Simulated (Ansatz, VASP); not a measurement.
TiPt3 in VASP and in Ansatz

```
CELL_PARAMETERS angstrom
3.94764 0.00000 0.00000
0.00000 3.94764 0.00000
0.00000 0.00000 3.94764
ATOMIC_POSITIONS crystal
Ti 0.00000 0.00000 0.00000
Pt 0.50000 0.50000 0.00000
Pt 0.50000 0.00000 0.50000
Pt 0.00000 0.50000 0.50000
```

Alike in both runs: functional PBE; k mesh 12 × 12 × 12; occupations gaussian, width 0.1 eV; no spin polarisation.

Ansatz relaxed the structure, and its values are those at the end. VASP's run is a single point on that final structure, the one shown.

|  | VASP | Ansatz |
| --- | --- | --- |
| version | VASP 6.6.1 | Ansatz 0.2.0 |
| potentials or method | VASP PAW PBE potentials, release 64 (Ti_sv, Pt), cutoff 500 eV | scalar-relativistic, plane waves, PAW |
| valence electrons in the cell | 42 | 66 |

```tsv
	VASP	Ansatz	Ansatz less VASP
gap on the k mesh at the Fermi level (eV)	none	none	-
pressure (GPa)	-0.3	0.0	+0.33
```

A gap of «none» marks a metal or a gap that the smearing closes. VASP's potentials hold 42 valence electrons a cell and Ansatz's 66, so a difference there can come from the potentials and not from the codes.

Spin-orbit coupling is off throughout.
